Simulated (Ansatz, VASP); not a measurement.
## Ca: VASP beside Ansatz

```
Ca
1.0
     0.00000    2.71099    2.71099
     2.71099    0.00000    2.71099
     2.71099    2.71099    0.00000
Ca
1
Direct
  0.00000 0.00000 0.00000
```

Alike in both runs: task single point; functional PBE; k mesh 8 × 8 × 8; occupations gaussian, width 0.1 eV; no spin polarisation.

```csv
,VASP,Ansatz
version,VASP 6.6.1,Ansatz 0.2.0
potentials or method,"VASP PAW PBE potentials, release 64 (Ca_sv), cutoff 520 eV","scalar-relativistic, plane waves, PAW"
valence electrons in the cell,10,10
```

|  | VASP | Ansatz | Ansatz less VASP |
| --- | --- | --- | --- |
| gap on the k mesh at the Fermi level (eV) | none | none | - |
| pressure (GPa) | 1.1 | 1.1 | 0.00 |

A gap of «none» marks a metal or a gap that the smearing closes. The functional is the same, so the differences come from potentials, cutoffs and numerics.
